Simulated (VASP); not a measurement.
Input of a VASP 6.6.1 run:

File INCAR:

```
SYSTEM = Rh
PREC     = Accurate       ! precision mode
ENCUT    = 520            ! plane-wave cutoff, eV
EDIFF    = 1E-6           ! SCF threshold, eV
ISMEAR   = 0              ! smearing method
SIGMA    = 0.15           ! smearing width, eV
LREAL    = .FALSE.        ! projectors in reciprocal space
LASPH    = .TRUE.         ! aspherical terms in the spheres
NELM     = 60             ! most SCF steps
ALGO     = Fast           ! electronic algorithm
ISIF     = 2              ! what is computed and relaxed
LWAVE    = .FALSE.        ! write WAVECAR
LCHARG   = .FALSE.        ! write CHGCAR
GGA      = CA             ! functional
NBANDS   = 14             ! bands
```

Contents of KPOINTS:

```
Automatic mesh
0
G
  22 22 22
  0 0 0
```

Contents of POSCAR:

```
Rh
1.0
    0.0000000000      1.9015500000      1.9015500000
    1.8825345000      0.0000000000      1.9015500000
    1.8825345000      1.9015500000      0.0000000000
Rh
1
Direct
    0.0000000000      0.0000000000      0.0000000000
```

Potentials or basis: VASP PAW LDA potentials, release 64 (Rh_pv).

Command:

```console
$ cat potpaw_LDA.64/Rh_pv/POTCAR > POTCAR
$ mpirun -np 1 vasp_std > vasp.out
```

(1) What does it give for the pressure?

Answers

(1) -7.6 GPa.

Caveat: the cell differs from its parent crystal (strain -0.0100 x Voigt [1, 0, 0, 0, 0, 0]).
